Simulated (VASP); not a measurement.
Set up this calculation in VASP 6.6.1, as the native input.

| Quantity | Value |
| --- | --- |
| Task | single point |
| Functional | LDA |
| Potentials or basis | VASP PAW LDA potentials, release 64 (Ba_sv) |
| Cutoff | 520 eV |
| k mesh | 14 × 14 × 14 |
| Occupations | fermi-dirac, width 0.05 eV |
| Spin | no spin polarisation |
| Dipole correction | no |
| Further INCAR settings | ALGO = Normal; EDIFF = 1e-07; NBANDS = 11 |

The structure of Ba lies in POSCAR:

```
Ba
1.0
   -2.3806961313      2.3806961313      2.3806961313
    2.3806961313     -2.3806961313      2.3806961313
    2.3806961313      2.3806961313     -2.3806961313
Ba
1
Direct
    0.0000000000      0.0000000000      0.0000000000
```

These files were run (other wordings do the same):

INCAR

```
SYSTEM = Ba
PREC = Accurate
ENCUT = 520
EDIFF = 1E-7
ISMEAR = -1
SIGMA = 0.05
LREAL = .FALSE.
LASPH = .TRUE.
NELM = 80
ALGO = Normal
ISIF = 2
LWAVE = .FALSE.
LCHARG = .FALSE.
NBANDS = 11
```

KPOINTS

```
regular mesh
0
G
  14 14 14
  0 0 0
```

Potentials or basis: VASP PAW LDA potentials, release 64 (Ba_sv).

Run with:

```bash
$ cat potpaw_LDA.64/Ba_sv/POTCAR > POTCAR
$ mpirun -np 1 vasp_std > vasp.out
```

It gave:

```json
{
 "Pressure": "0.1 GPa",
 "Band gap on the k mesh": "zero (bands 5 and 6 overlap by 1.34 eV)"
}
```

Caveat: spin-orbit coupling is left out, which moves the levels of the heavy elements.

Wall time 26 s on 1 thread of Intel(R) Xeon(R) Platinum 8259CL CPU @ 2.50GHz (Skylake/Cascade Lake), with other jobs on the host, peak memory 0.19 GiB.
